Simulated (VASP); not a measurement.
Wanted: the native input for a VASP 6.6.1 run.

- Task: single point
- Functional: PBE
- Potentials or basis: VASP PAW PBE potentials, release 64 (Sr_sv, Ti_sv, O)
- Cutoff: 520 eV
- k mesh: 8 × 8 × 8
- Occupations: gaussian, width 0.05 eV
- Spin: no spin polarisation
- Dipole correction: no
- Further INCAR settings: ALGO = Normal; EDIFF = 1e-06; NBANDS = 28

The structure of SrTiO3 lies in POSCAR:

```
SrTiO3
1.0
    4.0741837684      0.0000000000      0.0000000000
    0.0000000000      4.0741837684      0.0000000000
    0.0000000000      0.0000000000      3.6608607774
Sr Ti O
1 1 3
Direct
    0.0000000000      0.0000000000      0.0000000000
    0.5000000000      0.5000000000      0.5000000000
    0.0000000000      0.5000000000      0.5000000000
    0.5000000000      0.0000000000      0.5000000000
    0.5000000000      0.5000000000      0.0000000000
```

This cell differs from its parent crystal: mode 1 frozen in at +0.000 Å, strain +e along z and -e/2 along x and y -0.0700.

One way to write it, as run:

INCAR

```
SYSTEM = SrTiO3
PREC = Accurate
ENCUT = 520
EDIFF = 1E-6
ISMEAR = 0
SIGMA = 0.05
LREAL = .False.
LASPH = .True.
NELM = 80
ALGO = Normal
ISIF = 2
LWAVE = .False.
LCHARG = .False.
GGA = PE
NBANDS = 28
```

KPOINTS

```
regular mesh
0
Gamma
  8 8 8
  0 0 0
```

Potentials or basis: VASP PAW PBE potentials, release 64 (Sr_sv, Ti_sv, O).

Run with:

```bash
$ cat potpaw_PBE.64/Sr_sv/POTCAR potpaw_PBE.64/Ti_sv/POTCAR potpaw_PBE.64/O/POTCAR > POTCAR
$ mpirun -np 1 vasp_std > vasp.out
```

Results of the run:

| Property | Result |
| --- | --- |
| Pressure | 4.4 GPa |
| Band gap on the k mesh | 1.72 eV, indirect (least direct gap 1.99 eV) |

Caveat: the cell differs from its parent crystal (mode 1 frozen in at +0.000 Å, strain +e along z and -e/2 along x and y -0.0700).

It took 110 s on 1 thread of AMD EPYC 7R43 64-Core Processor (Zen 3), with other jobs on the host, peak memory 0.22 GiB.
